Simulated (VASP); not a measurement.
ZnO:

```xyz
4
Lattice="3.2299 0.0000 0.0000 -1.6150 2.7972 0.0000 0.0000 0.0000 5.2145" Properties=species:S:1:pos:R:3 pbc="T T T"
Zn    1.6150    0.9324    2.5997
Zn    0.0000    1.8648    5.2069
O     0.0000    1.8648    1.9683
O     1.6150    0.9324    4.5755
```

Base run:

* Program: VASP 6.6.1
* Functional: r2SCAN
* Potentials or basis: VASP PAW PBE potentials, release 64 (Zn, O)
* Cutoff: 520 eV
* k mesh: 9 × 9 × 5
* Occupations: fermi-dirac, width 0.05 eV
* Spin: no spin polarisation

Its results: band gap on the k mesh 1.24 eV, direct; pressure 1.5 GPa.

**Question.** The run is repeated on the same cell with these changes: functional from r2SCAN to PBEsol; further incar settings from ALGO = Normal; EDIFF = 1e-07; NBANDS = 26 to ALGO = Normal; EDIFF = 1e-06; NBANDS = 26. What comes out?

**Answer.** Band gap on the k mesh 0.69 eV, direct; pressure 0.8 GPa.

Caveats: the PAW data sets were made with another functional, which shifts forces and pressure a little.

